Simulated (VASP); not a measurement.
A run of VASP 6.6.1:

File INCAR:

```
ALGO = Normal
EDIFF = 1E-8
ENCUT = 520
GGA = CA
ISIF = 2
ISMEAR = -1
LASPH = T
LCHARG = F
LEFG = T
LREAL = F
LWAVE = F
NBANDS = 12
NELM = 100
PREC = Accurate
SIGMA = 0.08
```

Contents of KPOINTS:

```
k-points
0
Gamma
  12 12 12
```

File POSCAR:

```
Li
1.0
    1.5453133117      0.8921870565      7.5629208807
   -1.5453133117      0.8921870565      7.5629208807
    0.0000000000     -1.7843741130      7.5629208807
Li
3
Direct
    0.0000000000      0.0000000000      0.0000000000
    0.2220000000      0.2220000000      0.2220000000
    0.7780000000      0.7780000000      0.7780000000
```

Potentials or basis: VASP PAW LDA potentials, release 64 (Li_sv).

Launch:

```sh
$ cat potpaw_LDA.64/Li_sv/POTCAR > POTCAR
$ mpirun -np 1 vasp_std > vasp.out
```

Hardware: 1 thread of Intel(R) Xeon(R) 6975P-C (Granite Rapids) (shared host).

Q: Estimate the wall time of this run.

A: It took 6 min on 1 thread of Intel(R) Xeon(R) 6975P-C (Granite Rapids), with other jobs on the host, peak memory 0.38 GiB. Counts: scf iterations 12, k points 189.
